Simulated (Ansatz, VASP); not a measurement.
BeZn4O: VASP beside Ansatz

```xyz
6
Lattice="4.9768 0.0000 0.0000 -2.4884 4.3100 0.0000 0.0000 0.0000 4.1159" Properties=species:S:1:pos:R:3 pbc="T T T"
Be    0.0000    0.0000    0.0000
Zn    0.0000    2.8733    0.0000
Zn    1.2662    3.6044    2.0580
Zn   -1.2662    3.6044    2.0580
Zn    0.0000    1.4112    2.0580
O     2.4884    1.4367    0.0000
```

Change from the starting cell: species swapped into the HoFeNi4 type (P-6m2, No. 187).

Alike in both runs: functional PBE; k mesh 4 × 4 × 4; occupations gaussian, width 0.2 eV; no spin polarisation.

Ansatz relaxed the structure, and its values are those at the end. VASP's run is a single point on that final structure, the one shown.

|  | VASP | Ansatz |
| --- | --- | --- |
| version | VASP 6.6.1 | Ansatz 0.2.0 |
| potentials or method | VASP PAW PBE potentials, release 64 (Be, Zn, O), cutoff 600 eV | scalar-relativistic, plane waves, PAW |
| valence electrons in the cell | 56 | 56 |

VASP gave:

| Quantity | Value |
| --- | --- |
| gap on the k mesh at the Fermi level (eV) | none |
| pressure (GPa) | 0.4 |

Task: Which values does Ansatz return?

Result: gap on the k mesh at the Fermi level (eV): none; pressure (GPa): 0.2.

A gap of «none» marks a metal or a gap that the smearing closes. With one functional, cell and mesh, what is left measures potentials, basis and numerics.

The k mesh is coarse, so the values compare programs but aren't converged.
